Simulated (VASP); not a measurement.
Here is a VASP 6.6.1 calculation.

File INCAR:

```
SYSTEM = SnO2
ALGO = Normal
EDIFF = 1E-6
ENCUT = 520
ISIF = 2
ISMEAR = 0
LASPH = .TRUE.
LCHARG = .TRUE.
LELF = .TRUE.
LREAL = .FALSE.
LVHAR = .TRUE.
LWAVE = .FALSE.
NBANDS = 35
NELM = 80
PREC = Accurate
SIGMA = 0.05
```

File KPOINTS:

```
k-points
0
G
  6 6 8
  0 0 0
```

POSCAR

```
SnO2
1.0
    4.5508719057      0.0000000000      0.0000000000
    0.0000000000      4.5514309592      0.0000000000
    0.0000000000      0.0000000000      3.0745939119
Sn O
2 4
Direct
    0.5000000000      0.5000000000      0.5000000000
    0.0000000000      0.0000000000      0.0000000000
    0.3059833077      0.3321134587      0.0000000000
    0.8059833077      0.1678865413      0.5000000000
    0.1940166923      0.8321134587      0.5000000000
    0.6940166923      0.6678865413      0.0000000000
```

Potentials or basis: VASP PAW LDA potentials, release 64 (Sn_d, O).

The run is started by

```console
$ cat potpaw_LDA.64/Sn_d/POTCAR potpaw_LDA.64/O/POTCAR > POTCAR
$ mpirun -np 1 vasp_std > vasp.out
```

Task: What does it give for the largest force?

Result: 3.405 eV/Å.

Task: Estimate the band gap on the k mesh.

Result: 2.81 eV.

Task: Predict the pressure.

Result: 38.8 GPa.

Stress tensor (GPa, compression positive):
```
33.00  0.00  0.00
 0.00 28.70  0.00
 0.00  0.00 54.69
```

Caveat: the cell differs from its parent crystal (atoms shifted along a free coordinate); the cell stands under pressure; spin-orbit coupling is left out, which moves the levels of the heavy elements; forces of over 1 eV/Å act on the atoms, so gaps and moduli don't describe the material at rest.
